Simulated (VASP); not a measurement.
# TaC (Fm-3m) in VASP: single point with PBEsol

Aim: the single point of TaC with PBEsol.

Program: VASP 6.6.1. These are calculated values, not measurements. Logs are shortened: lines on timing, memory, paths and dates and some standing lists are left out, and cuts for length are marked.

## (1) The cell of the first run

The structure is cubic, space group Fm-3m (No. 225). The conventional cell has a = 4.446 Å, b = 4.446 Å, c = 4.446 Å, α = 90.00°, β = 90.00°, γ = 90.00°. Ta (site symmetry m-3m) has 6 C at 2.22 Å within 2.9 Å. C (site symmetry m-3m) has 6 Ta at 2.22 Å within 2.9 Å.

## (2) Single point, PBEsol

The input, INCAR:

```
PREC = Accurate
ENCUT = 600
EDIFF = 1E-6
ISMEAR = 1
SIGMA = 0.1
LREAL = False
LASPH = True
NELM = 120
ALGO = Normal
ISIF = 2
LWAVE = False
LCHARG = False
GGA = PS
NBANDS = 14
GGA_COMPAT = False
```

The input, KPOINTS:

```
Automatic mesh
0
Gamma
  8 8 8
```

The input, POSCAR:

```
TaC
1.0
    0.0000000000      2.2230000000      2.2230000000
    2.2230000000      0.0000000000      2.2230000000
    2.2230000000      2.2230000000      0.0000000000
Ta C
1 1
Direct
    0.0000000000      0.0000000000      0.0000000000
    0.5000000000      0.5000000000      0.5000000000
```

Potentials or basis: VASP PAW PBE potentials, release 64 (Ta_pv, C).

Run with:

```console
$ cat potpaw_PBE.64/Ta_pv/POTCAR potpaw_PBE.64/C/POTCAR > POTCAR
$ mpirun -np 1 vasp_std > vasp.out
```

OUTCAR:

```text
PREC = Accurate
   ENCUT = 600
   EDIFF = 1E-6
   ISMEAR = 1
   LREAL = False
   LASPH = True
   NELM = 120
   ISIF = 2
   GGA = PS

 ion  position               nearest neighbor table
   1  0.000  0.000  0.000-   2 2.22   2 2.22   2 2.22   2 2.22   2 2.22   2 2.22
   2  0.500  0.500  0.500-   1 2.22   1 2.22   1 2.22   1 2.22   1 2.22   1 2.22

  LATTYP: Found a face centered cubic cell.
 ALAT       =     4.4460000000

  Lattice vectors:

 A1 = (   0.0000000000,   2.2230000000,   2.2230000000)
 A2 = (   2.2230000000,   0.0000000000,   2.2230000000)
 A3 = (   2.2230000000,   2.2230000000,   0.0000000000)

Analysis of symmetry for initial positions (statically):
=====================================================================
 Subroutine PRICEL returns:
 Original cell was already a primitive cell.

 Routine SETGRP: Setting up the symmetry group for a
 face centered cubic supercell.

 Subroutine GETGRP returns: Found 48 space group operations
 (whereof 48 operations were pure point group operations)
 out of a pool of 48 trial point group operations.

The static configuration has the point symmetry O_h .

Analysis of symmetry for dynamics (positions and initial velocities):
=====================================================================
 Subroutine PRICEL returns:
 Original cell was already a primitive cell.

 Routine SETGRP: Setting up the symmetry group for a
 face centered cubic supercell.

 Subroutine GETGRP returns: Found 48 space group operations
 (whereof 48 operations were pure point group operations)
 out of a pool of 48 trial point group operations.

The dynamic configuration has the point symmetry O_h .

 Subroutine INISYM returns: Found 48 space group operations
 (whereof 48 operations are pure point group operations),
 and found     1 'primitive' translations

----------------------------------------------------------------------------------------

                                     Primitive cell

  volume of cell :      21.9709

  direct lattice vectors                    reciprocal lattice vectors
     0.000000000  2.223000000  2.223000000    -0.224921278  0.224921278  0.224921278
     2.223000000  0.000000000  2.223000000     0.224921278 -0.224921278  0.224921278
     2.223000000  2.223000000  0.000000000     0.224921278  0.224921278 -0.224921278

  length of vectors
     3.143796749  3.143796749  3.143796749     0.389575080  0.389575080  0.389575080

  position of ions in fractional coordinates (direct lattice)
     0.000000000  0.000000000  0.000000000
     0.500000000  0.500000000  0.500000000

  ion indices of the primitive-cell ions
   primitive index   ion index
                 1           1
                 2           2

----------------------------------------------------------------------------------------

 KPOINTS: Automatic mesh

Automatic generation of k-mesh.
 Grid dimensions read from file:
 generate k-points for:    8    8    8

 Generating k-lattice:

  Cartesian coordinates                     Fractional coordinates (reciprocal lattice)
    -0.028115160  0.028115160  0.028115160     0.125000000  0.000000000  0.000000000
     0.028115160 -0.028115160  0.028115160     0.000000000  0.125000000  0.000000000
     0.028115160  0.028115160 -0.028115160     0.000000000  0.000000000  0.125000000

  Length of vectors
     0.048696885  0.048696885  0.048696885

  Shift w.r.t. Gamma in fractional coordinates (k-lattice)
     0.000000000  0.000000000  0.000000000

 Subroutine IBZKPT returns following result:
 ===========================================

 Found     29 irreducible k-points:

 Following reciprocal coordinates:
            Coordinates               Weight
  0.000000  0.000000  0.000000      1.000000
  0.125000  0.000000  0.000000      8.000000
  0.250000  0.000000  0.000000      8.000000
  0.375000  0.000000  0.000000      8.000000
  0.500000  0.000000  0.000000      4.000000
  0.125000  0.125000  0.000000      6.000000
[... 16 lines left out ...]
  0.500000  0.250000  0.125000     48.000000
 -0.375000  0.250000  0.125000     24.000000
 [... further k-points ...]
   k-points           NKPTS =     29   k-points in BZ     NKDIM =     29   number of bands    NBANDS=     14
   number of dos      NEDOS =    301   number of ions     NIONS =      2
   total plane-waves  NPLWV =  21952
   dimension x,y,z NGX =    28 NGY =   28 NGZ =   28
   dimension x,y,z NGXF=    56 NGYF=   56 NGZF=   56
   ions per type =               1   1
   NGX,Y,Z   is equivalent  to a cutoff of  14.81, 14.81, 14.81 a.u.
   NGXF,Y,Z  is equivalent  to a cutoff of  29.61, 29.61, 29.61 a.u.
 SYSTEM =  unknown system
   PREC   = accura    normal or accurate (medium, high low for compatibility)
   ISTART =      0    job   : 0-new  1-cont  2-samecut
   ICHARG =      2    charge: 1-file 2-atom 10-const
   ISPIN  =      1    spin polarized calculation?
   LNONCOLLINEAR =      F non collinear calculations
   LSORBIT =      F    spin-orbit coupling
   LASPH  =      T    aspherical Exc in radial PAW
   ENCUT  =  600.0 eV  44.10 Ry    6.64 a.u.   6.28  6.28  6.28*2*pi/ulx,y,z
   NELM   =    120;   NELMIN=  2; NELMDL= -5     # of ELM steps
   EDIFF  = 0.1E-05   stopping-criterion for ELM
   LREAL  =      F    real-space projection
   EDIFFG = 0.1E-04   stopping-criterion for IOM
   NSW    =      0    number of steps for IOM
   IBRION =     -1    ionic relax: 0-MD 1-quasi-New 2-CG
   NFREE  =      0    steps in history (QN), initial steepest desc. (CG)
   ISIF   =      2    stress and relaxation
   ISYM   =      2    0-nonsym 1-usesym 2-fastsym
   POTIM  = 0.5000    time-step for ionic-motion
   TEBEG  =    0.0;   TEEND  =   0.0 temperature during run
   PSTRESS=    0.0 pullay stress
   NELECT =      15.0000    total number of electrons
   NUPDOWN=      -1.0000    fix difference up-down
   EMIN   =  10.00;   EMAX   =-10.00  energy-range for DOS
   EFERMI =   0.00;   METHOD = LEGACY
   ISMEAR =     1;   SIGMA  =   0.10  broadening in eV -4-tet -1-fermi 0-gaus
   EFERMI_NEDOS =   21; number of points for ismear=-14 and -15
   IALGO  =     38    algorithm
   IMIX   =      4    mixing-type and parameters
     AMIX     =   0.40;   BMIX     =  1.00
     AMIX_MAG =   1.60;   BMIX_MAG =  1.00
  volume/ion in A,a.u.               =      10.99        74.13
  Fermi-wavevector in a.u.,A,eV,Ry     =   1.441526  2.724089 28.272865  2.077997
  Thomas-Fermi vector in A             =   2.560148
   LORBIT       =      0    0 simple, 1 ext, 2 COOP (PROOUT), +10 PAW based schemes
   GGA     = PS    functional components
   LHFCALC =     F    Hartree Fock is set to
   AEXX    =    0.0000 exact exchange contribution
   IVDW    =     0    specifies the selected vdW correction
   LEPSILON=     F    determine dielectric tensor
   LRPA    =     F    only Hartree local field effects (RPA)
 non-spin polarized calculation
 Methfessel and Paxton  Order N= 1 SIGMA  =   0.10
  energy-cutoff  :      600.00
  volume of cell :       21.97
 maximum number of plane-waves:       754
 NGX is ok and might be reduce to    28
   NGX = 13   NGY = 13   NGZ = 13

 number of electron      14.9999999 magnetization

 Free energy of the ion-electron system (eV)
  ---------------------------------------------------
  ext. energy  EPLUGINS =         0.00000000
  ---------------------------------------------------
  free energy    TOTEN  =       -23.51725192 eV

  energy without entropy =      -23.51672421  energy(sigma->0) =      -23.51707602

 E-fermi :   8.5452     XC(G=0): -13.3588

 val. band max:        8.1867992015   @ k =   0.3750   0.1250   0.0000
 cond. band min:       8.5720568123   @ k =  -0.3750   0.3750   0.1250
 fundamental gap:      0.3852576108
 Fermi energy:         8.5452136608

 k-point     1 :       0.0000    0.0000    0.0000
  band No.  band energies     occupation
      1     -26.6869      2.00000
      2     -26.6869      2.00000
      3     -26.6869      2.00000
      4      -6.5226      2.00000
      5       6.9275      2.00000
      6       6.9275      2.00000
      7       6.9275      2.00000
      8       7.8714      2.00000
      9       7.8714      2.00000
     10       7.8714      2.00000
     11       8.9423     -0.00000
     12       8.9423     -0.00000
     13      14.9893      0.00000
     14      18.3181      0.00000

 k-point     2 :       0.1250    0.0000    0.0000
  band No.  band energies     occupation
      1     -26.8012      2.00000
      2     -26.6984      2.00000
      3     -26.6984      2.00000
      4      -6.0813      2.00000
      5       5.3182      2.00000
      6       5.8337      2.00000
      7       5.8337      2.00000
      8       7.6075      2.00000
      9       7.6075      2.00000
     10       8.6270      0.01123
     11      11.1777      0.00000
     12      11.1777      0.00000
     13      15.7700      0.00000
     14      19.3918      0.00000

 k-point     3 :       0.2500    0.0000    0.0000
  band No.  band energies     occupation
      1     -27.0674      2.00000
      2     -26.7260      2.00000
      3     -26.7260      2.00000
      4      -4.8890      2.00000
      5       3.0551      2.00000
      6       4.1857      2.00000
      7       4.1857      2.00000
      8       8.7152     -0.03707
      9       8.7152     -0.03707
     10       9.3470     -0.00000
     11      14.1548      0.00000
     12      14.1548      0.00000
     13      16.9596      0.00000
     14      21.2049      0.00000
[... 324 lines left out ...]
 k-point    23 :       0.5000    0.2500    0.1250
  band No.  band energies     occupation
      1     -27.2568      2.00000
      2     -26.9386      2.00000
      3     -26.8063      2.00000
      4      -3.2768      2.00000
      5       1.2042      2.00000
      6       3.3222      2.00000
      7       3.6882      2.00000
      8       8.6344     -0.01981
      9      11.2794      0.00000
     10      11.7888      0.00000
     11      13.8519      0.00000
     12      16.4879      0.00000
     13      18.8340      0.00000
     14      20.7224      0.00000

 k-point    24 :      -0.3750    0.2500    0.1250
  band No.  band energies     occupation
      1     -27.3154      2.00000
      2     -26.9585      2.00000
      3     -26.8290      2.00000
      4      -2.8084      2.00000
      5       0.7956      2.00000
      6       3.1972      2.00000
      7       3.4351      2.00000
      8       9.9506     -0.00000
      9      10.2040     -0.00000
     10      11.9546      0.00000
     11      15.7656      0.00000
     12      16.2186      0.00000
     13      18.0220      0.00000
     14      21.0113      0.00000

 [... further k-points ...]
[... 5 lines left out ...]
  --------------------------------------------------------------------------------------
  -------------------------------------------------------------------------------------
  Total       -0.0876413     -0.0876413     -0.0876413     -0.0000000      0.0000000      0.0000000
  in kB       -6.3910352     -6.3910352     -6.3910352     -0.0000000      0.0000000      0.0000000
  external PRESSURE =      -6.3910352 kB  Pullay stress =       0.0000000 kB

 VOLUME and BASIS-vectors are now :
 -----------------------------------------------------------------------------
  energy-cutoff  :      600.00
  volume of cell :       21.97
      direct lattice vectors                 reciprocal lattice vectors
     0.000000000  2.223000000  2.223000000    -0.224921278  0.224921278  0.224921278
     2.223000000  0.000000000  2.223000000     0.224921278 -0.224921278  0.224921278
     2.223000000  2.223000000  0.000000000     0.224921278  0.224921278 -0.224921278

 POSITION                                       TOTAL-FORCE (eV/Angst)
 -----------------------------------------------------------------------------------
      0.00000      0.00000      0.00000         0.000000      0.000000      0.000000
      2.22300      2.22300      2.22300        -0.000000     -0.000000     -0.000000
 -----------------------------------------------------------------------------------
    total drift:                                0.000000      0.000000      0.000000

  FREE ENERGIE OF THE ION-ELECTRON SYSTEM (eV)
  ---------------------------------------------------
  free  energy   TOTEN  =       -23.5172519242 eV

  energy  without entropy=      -23.5167242118  energy(sigma->0) =      -23.51707602
```

Run time: 19 s. Hardware: 1 thread of AMD EPYC 7R43 (Zen 3), shared host; peak memory 0.13 GiB.

Results:

```yaml
Free_energy: -23.5173 eV
Pressure: -0.6 GPa
Band_gap_on_the_k_mesh: zero (an odd number of electrons rules out a gap without spin polarisation)
```

Caveat: the PAW data sets were made with another functional, which shifts forces and pressure a little; spin-orbit coupling is left out, which moves the levels of the heavy elements.
